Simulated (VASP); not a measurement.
Set up this calculation in VASP 6.6.1, as the native input.

```
Task                   : single point
Functional             : r2SCAN
Potentials or basis    : VASP PAW PBE potentials, release 64 (Be, S)
Cutoff                 : 520 eV
k mesh                 : 10 × 10 × 10
Occupations            : gaussian, width 0.01 eV
Spin                   : no spin polarisation
Dipole correction      : no
Further INCAR settings : ALGO = Normal; EDIFF = 1e-06; NBANDS = 11
```

The system is BeS.

```
Be S
1.0
     0.00000    2.35543    2.43431
     2.35543    0.00000    2.43431
     2.35543    2.35543    0.00000
Be S
1 1
Direct
  0.00000 0.00000 0.00000
  0.25000 0.25000 0.25000
```

This cell differs from its parent crystal: biaxial xy strain -3.2%.

These files were run (other wordings do the same):

POSCAR

```
BeS
1.0
    0.0000000000      2.3554347085      2.4343062304
    2.3554347085      0.0000000000      2.4343062304
    2.3554347085      2.3554347085      0.0000000000
Be S
1 1
Direct
    0.0000000000      0.0000000000      0.0000000000
    0.2500000000      0.2500000000      0.2500000000
```

INCAR.step1

```
SYSTEM = BeS
PREC = Accurate ; ENCUT = 520
ISMEAR = 0 ; SIGMA = 0.01
LREAL = .False. ; LASPH = .True.
NELM = 60 ; NBANDS = 11
GGA = PE ; ALGO = Normal
EDIFF = 1E-4 ; LWAVE = .True.
LCHARG = .False.
```

INCAR.step2

```
SYSTEM = BeS
PREC = Accurate ; ENCUT = 520
EDIFF = 1E-6 ; ISMEAR = 0
SIGMA = 0.01 ; LREAL = .False.
LASPH = .True. ; NELM = 60
ALGO = Normal ; ISIF = 2
LWAVE = .False. ; LCHARG = .False.
METAGGA = R2SCAN ; LMIXTAU = .True.
NBANDS = 11 ; ISTART = 1
```

KPOINTS

```
regular mesh
0
Gamma
  10 10 10
  0 0 0
```

Potentials or basis: VASP PAW PBE potentials, release 64 (Be, S).

Run with:

```bash
$ cat potpaw_PBE.64/Be/POTCAR potpaw_PBE.64/S/POTCAR > POTCAR
$ cp INCAR.step1 INCAR
$ mpirun -np 1 vasp_std > vasp.out
$ cp INCAR.step2 INCAR
$ mpirun -np 1 vasp_std > vasp.out
```

Results of the run:

* Pressure: 7.5 GPa
* Band gap on the k mesh: 3.28 eV (least direct gap 6.15 eV)

Caveat: the cell differs from its parent crystal (biaxial xy strain -3.2%); the cell stands under pressure; the PAW data sets were made with another functional, which shifts forces and pressure a little.

Wall time 61 s on 1 thread of Intel(R) Xeon(R) 6975P-C (Granite Rapids), on a shared host, peak memory 0.17 GiB.
